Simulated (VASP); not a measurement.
# BaTiO3 (P4mm) in VASP: a series of runs, part 2 of 2

VASP 6.6.1. The steps go on from the part before.

## Step 3: Single point, PBEsol

File INCAR:

```
PREC     = Accurate       # precision mode
ENCUT    = 520            # plane-wave cutoff, eV
EDIFF    = 1E-7           # SCF threshold, eV
ISMEAR   = 0              # smearing method
SIGMA    = 0.02           # smearing width, eV
LREAL    = False          # projectors in reciprocal space
LASPH    = True           # aspherical terms in the spheres
NELM     = 80             # most SCF steps
ALGO     = Normal         # electronic algorithm
ISIF     = 2              # what is computed and relaxed
LWAVE    = False          # write WAVECAR
LCHARG   = True           # write CHGCAR
GGA      = PS             # functional
LELF     = True           # ELF
LVHAR    = True         
NBANDS   = 28             # bands
```

File KPOINTS:

```
regular mesh
0
Gamma
  8 8 8
```

File POSCAR:

```
BaTiO3
1.0
    3.8368238572      0.0000000000      0.0000000000
    0.0000000000      3.8368238572      0.0000000000
    0.0000000000      0.0000000000      4.2701399473
Ba Ti O
1 1 3
Direct
    0.5000000000      0.5000000000      0.5967427913
    0.0000000000      0.0000000000      0.1137862749
    0.0000000000      0.5000000000      0.0561316277
    0.5000000000      0.0000000000      0.0561316277
    0.0000000000      0.0000000000      0.5372046685
```

Potentials or basis: VASP PAW PBE potentials, release 64 (Ba_sv, Ti_sv, O).

Launch:

```console
cat potpaw_PBE.64/Ba_sv/POTCAR potpaw_PBE.64/Ti_sv/POTCAR potpaw_PBE.64/O/POTCAR > POTCAR
mpirun -np 1 vasp_std > vasp.out
```

OUTCAR:

```text
PREC = Accurate
   ENCUT = 520
   EDIFF = 1E-7
   ISMEAR = 0
   LREAL = False
   LASPH = True
   NELM = 80
   ISIF = 2
   GGA = PS

 ion  position               nearest neighbor table
   1  0.500  0.500  0.597-   5 2.72   5 2.72   5 2.72   5 2.72   4 2.74   3 2.74   3 2.74   4 2.74
                             3 3.00   4 3.00   3 3.00   4 3.00   2 3.41   2 3.41   2 3.41   2 3.41
   2  0.000  0.000  0.114-   5 1.81   4 1.93   3 1.93   3 1.93   4 1.93   1 3.41   1 3.41   1 3.41
                             1 3.41   1 3.50   1 3.50   1 3.50   1 3.50
   3  0.000  0.500  0.056-   2 1.93   2 1.93   1 2.74   1 2.74   1 3.00   1 3.00
   4  0.500  0.000  0.056-   2 1.93   2 1.93   1 2.74   1 2.74   1 3.00   1 3.00
   5  0.000  0.000  0.537-   2 1.81   1 2.72   1 2.72   1 2.72   1 2.72

[... 950 lines left out ...]
  Total        4.2233020      4.2233020      0.7537813      0.0000000      0.0000000      0.0000000
  in kB      107.6407934    107.6407934     19.2118898      0.0000000      0.0000000      0.0000000
  external PRESSURE =      78.1644922 kB  Pullay stress =       0.0000000 kB

 VOLUME and BASIS-vectors are now :
 -----------------------------------------------------------------------------
  energy-cutoff  :      520.00
  volume of cell :       62.86
      direct lattice vectors                 reciprocal lattice vectors
     3.836823857  0.000000000  0.000000000     0.260632241  0.000000000  0.000000000
     0.000000000  3.836823857  0.000000000     0.000000000  0.260632241  0.000000000
     0.000000000  0.000000000  4.270139947     0.000000000  0.000000000  0.234184362

 POSITION                                       TOTAL-FORCE (eV/Angst)
 -----------------------------------------------------------------------------------
      1.91841      1.91841      2.54818         0.000000      0.000000     -0.070449
      0.00000      0.00000      0.48588         0.000000      0.000000     -0.064260
      0.00000      1.91841      0.23969         0.000000     -0.000000      0.038867
      1.91841      0.00000      0.23969         0.000000     -0.000000      0.038867
      0.00000      0.00000      2.29394         0.000000     -0.000000      0.056975
 -----------------------------------------------------------------------------------
    total drift:                                0.000000     -0.000000      0.000351

  FREE ENERGIE OF THE ION-ELECTRON SYSTEM (eV)
  ---------------------------------------------------
  free  energy   TOTEN  =       -41.8688928995 eV

  energy  without entropy=      -41.8688928995  energy(sigma->0) =      -41.86889290
```

OSZICAR:

```text
N       E                     dE             d eps       ncg     rms          rms(c)
DAV:   1     0.429094665958E+03    0.42909E+03   -0.19608E+04  4200   0.153E+03
DAV:   2    -0.432770196046E+01   -0.43342E+03   -0.41185E+03  4712   0.424E+02
DAV:   3    -0.497151495692E+02   -0.45387E+02   -0.45000E+02  5892   0.136E+02
DAV:   4    -0.515692387925E+02   -0.18541E+01   -0.18492E+01  6240   0.243E+01
DAV:   5    -0.515992959204E+02   -0.30057E-01   -0.30047E-01  5716   0.286E+00    0.250E+01
DAV:   6    -0.420382328171E+02    0.95611E+01   -0.50514E+01  6080   0.689E+01    0.102E+01
DAV:   7    -0.420009233467E+02    0.37309E-01   -0.92070E+00  5736   0.227E+01    0.780E+00
DAV:   8    -0.418615972575E+02    0.13933E+00   -0.86993E-01  5204   0.946E+00    0.258E+00
DAV:   9    -0.418834921400E+02   -0.21895E-01   -0.18825E-01  5376   0.279E+00    0.116E+00
DAV:  10    -0.418699789983E+02    0.13513E-01   -0.90461E-02  5348   0.289E+00    0.327E-01
DAV:  11    -0.418689763711E+02    0.10026E-02   -0.64083E-03  6028   0.564E-01    0.760E-02
DAV:  12    -0.418688952086E+02    0.81163E-04   -0.50559E-04  4860   0.218E-01    0.364E-02
DAV:  13    -0.418689012721E+02   -0.60635E-05   -0.18760E-04  6076   0.133E-01    0.279E-02
DAV:  14    -0.418688935939E+02    0.76781E-05   -0.37103E-05  5312   0.441E-02    0.830E-03
DAV:  15    -0.418688931105E+02    0.48347E-06   -0.72512E-06  5428   0.158E-02    0.596E-03
DAV:  16    -0.418688929170E+02    0.19344E-06   -0.67932E-07  4816   0.509E-03    0.164E-03
DAV:  17    -0.418688928995E+02    0.17509E-07   -0.63573E-08  2932   0.206E-03
   1 F= -.41868893E+02 E0= -.41868893E+02  d E =-.128775E-12
```

stdout:

```text
POSCAR found type information on POSCAR BaTiO
 POSCAR found :  3 types and       5 ions
 scaLAPACK will be used
 -----------------------------------------------------------------------------
|                                                                             |
|                                                                             |
|     You enforced a specific xc type in the INCAR file but a different       |
|     I HOPE YOU KNOW WHAT YOU ARE DOING!                                     |
|                                                                             |
 -----------------------------------------------------------------------------

 LDA part: xc-table for (Slater+PW92), standard interpolation
 POSCAR, INCAR and KPOINTS ok, starting setup
 FFT: planning ... GRIDC
 FFT: planning ... GRID_SOFT
 FFT: planning ... GRID
 WAVECAR not read
 entering main loop
```

It took 3.8 min on 1 thread of Intel Xeon 8259CL, shared host; peak memory 0.27 GiB.

What came out:

| Property | Result |
| --- | --- |
| Free energy | -41.8689 eV |
| Pressure | 7.8 GPa |
| Largest force | 0.070 eV/Å |
| Band gap on the k mesh | 1.86 eV (least direct gap 2.57 eV) |

Forces in eV/Å, atoms in the order of the input:
```
Ba   0.000  0.000 -0.070
Ti   0.000  0.000 -0.064
O    0.000  0.000  0.039
O    0.000  0.000  0.039
O    0.000  0.000  0.057
```

Stress tensor (GPa, compression positive):
```
10.76  0.00  0.00
 0.00 10.76  0.00
 0.00  0.00  1.92
```

Caveat: the stress differs along the axes, from 2 to 11 GPa; the PAW data sets were made with another functional, which shifts forces and pressure a little; spin-orbit coupling is left out, which moves the levels of the heavy elements. A k mesh can miss the band edges.

## Step 4: Single point, PBEsol (strain along c alone, the other axes held: +1.5 %, then relaxed in part)

File INCAR:

```
SYSTEM = BaTiO3
  ALGO = Normal
  EDIFF = 1E-7
  ENCUT = 520
  GGA = PS
  ISIF = 2
  ISMEAR = 0
  LASPH = .True.
  LCHARG = .False.
  LREAL = .False.
  LWAVE = .False.
  NBANDS = 28
  NELM = 60
  PREC = Accurate
  SIGMA = 0.02
```

File KPOINTS:

```
k-points
0
Gamma
  8 8 8
  0 0 0
```

File POSCAR:

```
BaTiO3
1.0
    3.9554885124      0.0000000000      0.0000000000
    0.0000000000      3.9554885124      0.0000000000
    0.0000000000      0.0000000000      4.1047002037
Ba Ti O
1 1 3
Direct
    0.5000000000      0.5000000000      0.5861068350
    0.0000000000      0.0000000000      0.1026767514
    0.0000000000      0.5000000000      0.0619595066
    0.5000000000      0.0000000000      0.0619595066
    0.0000000000      0.0000000000      0.5472943903
```

Potentials or basis: VASP PAW PBE potentials, release 64 (Ba_sv, Ti_sv, O).

Launch:

```console
cat potpaw_PBE.64/Ba_sv/POTCAR potpaw_PBE.64/Ti_sv/POTCAR potpaw_PBE.64/O/POTCAR > POTCAR
mpirun -np 1 vasp_std > vasp.out
```

OUTCAR:

```text
SYSTEM = BaTiO3
   EDIFF = 1E-7
   ENCUT = 520
   GGA = PS
   ISIF = 2
   ISMEAR = 0
   LASPH = .True.
   LREAL = .False.
   NELM = 60
   PREC = Accurate

 ion  position               nearest neighbor table
   1  0.500  0.500  0.586-   3 2.78   4 2.78   4 2.78   3 2.78   5 2.80   5 2.80   5 2.80   5 2.80
                             3 2.92   4 2.92   3 2.92   4 2.92   2 3.43   2 3.43   2 3.43   2 3.43
   2  0.000  0.000  0.103-   5 1.83   4 1.98   3 1.98   3 1.98   4 1.98   5 2.28   1 3.43   1 3.43
                             1 3.43   1 3.43   1 3.51   1 3.51   1 3.51   1 3.51
   3  0.000  0.500  0.062-   2 1.98   2 1.98   1 2.78   1 2.78   1 2.92   1 2.92
   4  0.500  0.000  0.062-   2 1.98   2 1.98   1 2.78   1 2.78   1 2.92   1 2.92
   5  0.000  0.000  0.547-   2 1.83   2 2.28   1 2.80   1 2.80   1 2.80   1 2.80

  LATTYP: Found a simple tetragonal cell.
 ALAT       =     3.9554885124
 C/A-ratio  =     1.0377226962

  Lattice vectors:

 A1 = (   3.9554885124,   0.0000000000,   0.0000000000)
 A2 = (   0.0000000000,   3.9554885124,   0.0000000000)
 A3 = (   0.0000000000,   0.0000000000,   4.1047002037)

Analysis of symmetry for initial positions (statically):
=====================================================================
 Subroutine PRICEL returns:
[... 176 lines left out ...]
  energy without entropy =      -42.00010060  energy(sigma->0) =      -42.00010060

 E-fermi :   4.0301     XC(G=0): -11.4923

 val. band max:        3.8308900089   @ k =   0.5000   0.5000   0.5000
 cond. band min:       5.6091939693   @ k =   0.0000   0.0000   0.0000
 fundamental gap:      1.7783039604
 Fermi energy:         4.0301150956

 k-point     1 :       0.0000    0.0000    0.0000
  band No.  band energies     occupation
      1     -52.4456      2.00000
      2     -28.8752      2.00000
      3     -28.7743      2.00000
      4     -28.7743      2.00000
      5     -21.1265      2.00000
      6     -13.1306      2.00000
[... 733 lines left out ...]
     27      11.5550      0.00000
     28      12.3894      0.00000

 [... further k-points ...]
[... 5 lines left out ...]
  --------------------------------------------------------------------------------------
  -------------------------------------------------------------------------------------
  Total        0.2138357      0.2138357      0.0053445      0.0000000      0.0000000      0.0000000
  in kB        5.3346899      5.3346899      0.1333331      0.0000000      0.0000000      0.0000000
  external PRESSURE =       3.6009043 kB  Pullay stress =       0.0000000 kB

 VOLUME and BASIS-vectors are now :
 -----------------------------------------------------------------------------
  energy-cutoff  :      520.00
  volume of cell :       64.22
      direct lattice vectors                 reciprocal lattice vectors
     3.955488512  0.000000000  0.000000000     0.252813274  0.000000000  0.000000000
     0.000000000  3.955488512  0.000000000     0.000000000  0.252813274  0.000000000
     0.000000000  0.000000000  4.104700204     0.000000000  0.000000000  0.243623152

 POSITION                                       TOTAL-FORCE (eV/Angst)
 -----------------------------------------------------------------------------------
      1.97774      1.97774      2.40579         0.000000      0.000000     -0.041409
      0.00000      0.00000      0.42146         0.000000     -0.000000     -0.066670
      0.00000      1.97774      0.25433         0.000000      0.000000      0.021959
      1.97774      0.00000      0.25433         0.000000     -0.000000      0.021959
      0.00000      0.00000      2.24648         0.000000     -0.000000      0.064161
 -----------------------------------------------------------------------------------
    total drift:                               -0.000000     -0.000000      0.000198

  FREE ENERGIE OF THE ION-ELECTRON SYSTEM (eV)
  ---------------------------------------------------
  free  energy   TOTEN  =       -42.0001005970 eV

  energy  without entropy=      -42.0001005970  energy(sigma->0) =      -42.00010060
```

OSZICAR:

```text
N       E                     dE             d eps       ncg     rms          rms(c)
DAV:   1     0.423412111071E+03    0.42341E+03   -0.19543E+04  4200   0.152E+03
DAV:   2    -0.647184469281E+01   -0.42988E+03   -0.40788E+03  4792   0.418E+02
DAV:   3    -0.502819417071E+02   -0.43810E+02   -0.43457E+02  5948   0.133E+02
DAV:   4    -0.519727638928E+02   -0.16908E+01   -0.16869E+01  6312   0.233E+01
DAV:   5    -0.519998115965E+02   -0.27048E-01   -0.27041E-01  5684   0.269E+00    0.235E+01
DAV:   6    -0.422232295655E+02    0.97766E+01   -0.52091E+01  6108   0.667E+01    0.995E+00
DAV:   7    -0.421675963841E+02    0.55633E-01   -0.95822E+00  5708   0.226E+01    0.718E+00
DAV:   8    -0.419917735681E+02    0.17582E+00   -0.78062E-01  5132   0.856E+00    0.288E+00
DAV:   9    -0.420190962861E+02   -0.27323E-01   -0.22482E-01  5776   0.325E+00    0.130E+00
DAV:  10    -0.420009309890E+02    0.18165E-01   -0.10329E-01  5104   0.335E+00    0.347E-01
DAV:  11    -0.420003316640E+02    0.59932E-03   -0.51923E-03  5420   0.528E-01    0.846E-02
DAV:  12    -0.420001205138E+02    0.21115E-03   -0.68884E-04  5000   0.230E-01    0.414E-02
DAV:  13    -0.420001026213E+02    0.17893E-04   -0.17639E-04  5536   0.124E-01    0.189E-02
DAV:  14    -0.420001007451E+02    0.18762E-05   -0.42193E-05  5796   0.473E-02    0.525E-03
DAV:  15    -0.420001011509E+02   -0.40581E-06   -0.57484E-06  5656   0.187E-02    0.756E-03
DAV:  16    -0.420001007264E+02    0.42454E-06   -0.29837E-06  5664   0.168E-02    0.366E-03
DAV:  17    -0.420001005982E+02    0.12812E-06   -0.67623E-07  4788   0.815E-03    0.606E-04
DAV:  18    -0.420001005970E+02    0.12769E-08   -0.31210E-08  2776   0.147E-03
   1 F= -.42000101E+02 E0= -.42000101E+02  d E =-.177680E-47
```

stdout:

```text
POSCAR found type information on POSCAR BaTiO
 POSCAR found :  3 types and       5 ions
 scaLAPACK will be used
 -----------------------------------------------------------------------------
|                                                                             |
|                                                                             |
|     You enforced a specific xc type in the INCAR file but a different       |
|     I HOPE YOU KNOW WHAT YOU ARE DOING!                                     |
|                                                                             |
 -----------------------------------------------------------------------------

 LDA part: xc-table for (Slater+PW92), standard interpolation
 POSCAR, INCAR and KPOINTS ok, starting setup
 FFT: planning ... GRIDC
 FFT: planning ... GRID_SOFT
 FFT: planning ... GRID
 WAVECAR not read
 entering main loop
```

It took 2.1 min on 1 thread of AMD EPYC 7R43 (Zen 3), shared host; peak memory 0.24 GiB.

What came out:

```yaml
Free_energy: -42.0001 eV
Pressure: 0.4 GPa
Largest_force: 0.067 eV/Å
Band_gap_on_the_k_mesh: 1.78 eV (least direct gap 2.27 eV)
```

Forces on the atoms (eV/Å):
```
Ba   0.000  0.000 -0.041
Ti   0.000  0.000 -0.067
O    0.000  0.000  0.022
O    0.000  0.000  0.022
O    0.000  0.000  0.064
```

Caveat: the cell differs from its parent crystal (strain along c alone, the other axes held: +1.5 %, then relaxed in part); the PAW data sets were made with another functional, which shifts forces and pressure a little; spin-orbit coupling is left out, which moves the levels of the heavy elements. A k mesh can miss the band edges.
